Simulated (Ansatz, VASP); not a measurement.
## One calculation of Al8H, two programs

```xyz
18
Lattice="5.7135 0.0000 0.0000 0.0000 8.0801 0.0000 0.0000 0.0000 22.2433" Properties=species:S:1:pos:R:3 pbc="T T T"
Al    1.4284    2.0200    4.0000
Al    1.4284    6.0601    4.0000
Al    4.2851    2.0200    4.0000
Al    4.2851    6.0601    4.0000
Al    0.0000    0.0000    5.4284
Al    0.0000    4.0401    5.4284
Al    2.8568    0.0000    5.4284
Al    2.8568    4.0401    5.4284
Al    1.4284    2.0200    6.9012
Al    1.4284    6.0601    6.9012
Al    4.2851    2.0200    6.9012
Al    4.2851    6.0601    6.9012
Al    0.0000    0.0000    8.2433
Al    0.0000    4.0401    8.2433
Al    2.8568    0.0000    8.2433
Al    2.8568    4.0401    8.2433
H     4.2851   -0.3250   10.2933
H     4.2851    0.3250   10.2933
```

Alike in both runs: task single point; functional PBE; k mesh 5 × 4 × 1; occupations gaussian, width 0.1 eV; no spin polarisation.

```csv
,VASP,Ansatz
version,VASP 6.6.1,Ansatz 0.2.0
potentials or method,"VASP PAW PBE potentials, release 64 (Al, H), cutoff 520 eV","scalar-relativistic, plane waves, PAW"
valence electrons in the cell,50,50
```

```tsv
	VASP	Ansatz	Ansatz less VASP
gap on the k mesh at the Fermi level (eV)	none	none	-
rms of the force components (eV/Å)	0.968	0.962	-0.0063
```

Atom by atom the forces differ by 0.007 eV/Å (rms over components). A gap of «none» marks a metal or a gap that the smearing closes.
